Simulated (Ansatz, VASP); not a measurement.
# One calculation of CsI2, two programs

```
CELL_PARAMETERS angstrom
8.72831 0.00000 0.00000
0.00000 8.72831 0.00000
0.00000 0.00000 8.72831
ATOMIC_POSITIONS crystal
Cs 0.00000 0.00000 0.00000
Cs 0.50000 0.50000 0.50000
I 0.25000 0.25000 0.25000
I 0.25000 0.75000 0.75000
I 0.75000 0.75000 0.25000
I 0.75000 0.25000 0.75000
```

Alike in both runs: functional PBE; k mesh 6 × 6 × 6; occupations gaussian, width 0.1 eV; no spin polarisation.

Ansatz relaxed the structure, and its values are those at the end. VASP's run is a single point on that final structure, the one shown.

```csv
,VASP,Ansatz
version,VASP 6.6.1,Ansatz 0.2.0
potentials or method,"VASP PAW PBE potentials, release 64 (Cs_sv, I), cutoff 520 eV","scalar-relativistic, plane waves, PAW"
valence electrons in the cell,46,86
```

|  | VASP | Ansatz | Ansatz less VASP |
| --- | --- | --- | --- |
| pressure (GPa) | 0.0 | 0.0 | 0.00 |

VASP's potentials hold 46 valence electrons a cell and Ansatz's 86, so a difference there can come from the potentials and not from the codes.

Neither program's run includes spin-orbit coupling.
